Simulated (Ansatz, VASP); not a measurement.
## Two plane-wave programs on Bi2Te3

INCAR

```
PREC     = Accurate       # precision mode
ENCUT    = 520            # plane-wave cutoff, eV
EDIFF    = 1E-8           # SCF threshold, eV
ISMEAR   = 0              # smearing method
SIGMA    = 0.01           # smearing width, eV
LREAL    = F              # projectors in reciprocal space
LASPH    = T              # aspherical terms in the spheres
NELM     = 80             # most SCF steps
ALGO     = Normal         # electronic algorithm
ISIF     = 2              # what is computed and relaxed
LWAVE    = F              # write WAVECAR
LCHARG   = F              # write CHGCAR
LEFG     = T            
NBANDS   = 32             # bands
```

File KPOINTS:

```
Automatic mesh
0
Gamma
  6 6 6
```

The input POSCAR:

```
Bi2Te3
1.0
    2.1930000000      1.2661290000     10.1656670000
   -2.1930000000      1.2661290000     10.1656670000
    0.0000000000     -2.5322580000     10.1656670000
Bi Te
2 3
Direct
    0.4000000000      0.4000000000      0.4000000000
    0.6000000000      0.6000000000      0.6000000000
    0.0000000000      0.0000000000      0.0000000000
    0.2095000000      0.2095000000      0.2095000000
    0.7905000000      0.7905000000      0.7905000000
```

Input for Ansatz:

```yaml
crystal:
  lattice:
    - [2.193, 1.266129, 10.165667]
    - [-2.193, 1.266129, 10.165667]
    - [0.0, -2.532258, 10.165667]
  atoms:
    - { symbol: Bi, position: [0.4, 0.4, 0.4] }
    - { symbol: Bi, position: [0.6, 0.6, 0.6] }
    - { symbol: Te, position: [0.0, 0.0, 0.0] }
    - { symbol: Te, position: [0.2095, 0.2095, 0.2095] }
    - { symbol: Te, position: [0.7905, 0.7905, 0.7905] }
kpoints:
  mp_grid:
    grid: [6, 6, 6]
    shift: [0.0, 0.0, 0.0]
hamiltonian:
  xc: lda
scf:
  convergence:
    dr2_threshold: 1.0e-09
  occupations:
    method: fixed
output:
  write_density: true
  volumetric_format: npy
  elf: true
  dos:
    de: 0.05
    projected: true
  efg: {}
  eigenvalues: true
```

Alike in both runs: task electric field gradients; functional LDA; k mesh 6 × 6 × 6; no spin polarisation.

|  | VASP | Ansatz |
| --- | --- | --- |
| version | VASP 6.6.1 | Ansatz 0.2.0 |
| potentials or method | VASP PAW LDA potentials, release 64 (Bi_d, Te) | plane waves, PAW |
| plane-wave cutoff (eV) | 520 | 420 |
| occupations | gaussian, width 0.01 eV | fixed |
| valence electrons in the cell | 48 | 78 |

Ansatz gave:

| Item | Value |
| --- | --- |
| gap on the k mesh at the Fermi level (eV) | 0.21 |
| size of Vzz on the site where it differs most (V/Å²) | 99.3 |

Problem. Estimate VASP's values.

Solution. gap on the k mesh at the Fermi level (eV): 0.20; size of Vzz on the site where it differs most (V/Å²): 95.3.

LDA's correlation is that of Perdew and Zunger in VASP and of Perdew and Wang (1992) in Ansatz. VASP's potentials hold 48 valence electrons a cell and Ansatz's 78, so a difference there can come from the potentials and not from the codes.

Spin-orbit coupling is off throughout.
